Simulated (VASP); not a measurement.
A run of VASP 6.6.1 is set up as follows.

Contents of INCAR:

```
SYSTEM = Si
PREC     = Accurate       ! precision mode
ENCUT    = 520            ! plane-wave cutoff, eV
EDIFF    = 1E-7           ! SCF threshold, eV
ISMEAR   = -1             ! smearing method
SIGMA    = 0.02           ! smearing width, eV
LREAL    = Auto         
LASPH    = .TRUE.         ! aspherical terms in the spheres
NELM     = 80             ! most SCF steps
ALGO     = Normal         ! electronic algorithm
ISIF     = 2              ! what is computed and relaxed
LWAVE    = .FALSE.        ! write WAVECAR
LCHARG   = .FALSE.        ! write CHGCAR
GGA      = PS             ! functional
NBANDS   = 48             ! bands
```

File KPOINTS:

```
Automatic mesh
0
G
  2 2 2
  0 0 0
```

The input POSCAR:

```
Si
1.0
    0.0000000000      5.4300000000      5.4300000000
    5.4300000000      0.0000000000      5.4300000000
    5.4300000000      5.4300000000      0.0000000000
Si
17
Direct
   -0.0280662983     -0.0057826888      0.0206077348
    0.1440331492      0.1114917127      0.1058195212
    0.0207458564     -0.0128821363      0.4829558011
    0.1043001842      0.1115009208      0.6581491713
    0.0065377532      0.4750828729      0.0204419890
    0.1319429098      0.6289779006      0.1456077348
   -0.0281860037      0.4713904236      0.5175414365
    0.1436464088      0.6283241252      0.6515653775
    0.4907090239      0.0139134438      0.0204696133
    0.5998342541      0.1340699816      0.1567955801
    0.4840515654     -0.0103683241      0.5262615101
    0.6377624309      0.0810220994      0.6514825046
    0.5094383057      0.5094014733      0.0336187845
    0.6366298343      0.6547697974      0.1506629834
    0.5181031308      0.4734069982      0.5389871087
    0.5807366483      0.6234990792      0.6821546961
    0.3125506446      0.3979650092      0.4440423573
```

Potentials or basis: VASP PAW PBE potentials, release 64 (Si).

Launch:

```console
$ cat potpaw_PBE.64/Si/POTCAR > POTCAR
$ mpirun -np 1 vasp_std > vasp.out
```

(1) Estimate the pressure.

(2) Estimate the band gap on the k mesh.

Answers

(1) 3.7 GPa.

(2) zero (bands 34 and 35 overlap by 0.40 eV).

Caveat: the k points lie up to 0.50 Å⁻¹ apart; the PAW data sets were made with another functional, which shifts forces and pressure a little.
